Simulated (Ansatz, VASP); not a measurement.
## One calculation of Cu, two programs

INCAR

```
SYSTEM = Cu
PREC = Accurate
ENCUT = 520
EDIFF = 1E-7
ISMEAR = 1
SIGMA = 0.6
LREAL = .FALSE.
LASPH = .TRUE.
NELM = 60
ALGO = Normal
ISIF = 2
LWAVE = .FALSE.
LCHARG = .TRUE.
LELF = .TRUE.
LVHAR = .TRUE.
NBANDS = 12
```

KPOINTS

```
regular mesh
0
G
  15 15 15
  0 0 0
```

Contents of POSCAR:

```
Cu
1.0
    0.0000000000      1.7588202533      1.7588202533
    1.7588202533      0.0000000000      1.7588202533
    1.7588202533      1.7588202533      0.0000000000
Cu
1
Direct
    0.0000000000      0.0000000000      0.0000000000
```

Input for Ansatz:

```yaml
crystal:
  lattice:
    - [0.0, 1.7588202533, 1.7588202533]
    - [1.7588202533, 0.0, 1.7588202533]
    - [1.7588202533, 1.7588202533, 0.0]
  atoms:
    - { symbol: Cu, position: [0.0, 0.0, 0.0] }
hamiltonian:
  xc: lda
  pseudopotentials:
    kind: paw
    azcp:
      Cu: "pseudopotentials/Cu.paw.azcp"
basis:
  ecutwfc: 420
  fft_grid_basis: typed
kpoints:
  mp_grid: { grid: [15, 15, 15], shift: [0, 0, 0] }
magnetization:
  spin_polarized: false
scf:
  occupations: { method: cold, width: 0.6 }
  lower_state_search: "off"
output:
  stress: true
```

Alike in both runs: task single point; functional LDA; k mesh 15 × 15 × 15; no spin polarisation.

|  | VASP | Ansatz |
| --- | --- | --- |
| version | VASP 6.6.1 | Ansatz 0.2.0 |
| potentials or method | VASP PAW LDA potentials, release 64 (Cu), cutoff 520 eV | plane waves (420 eV) with PAW, scalar-relativistic |
| occupations | methfessel-paxton of order 1, width 0.6 eV | cold, width 0.6 eV |
| valence electrons in the cell | 11 | 19 |

```tsv
	VASP	Ansatz	Ansatz less VASP
pressure (GPa)	0.9	0.0	-0.91
```

Ansatz warns that its potentials were made for another functional, while VASP's fit it. LDA's correlation is that of Perdew and Zunger in VASP and of Perdew and Wang (1992) in Ansatz. VASP's potentials hold 11 valence electrons a cell and Ansatz's 19, so a difference there can come from the potentials and not from the codes.
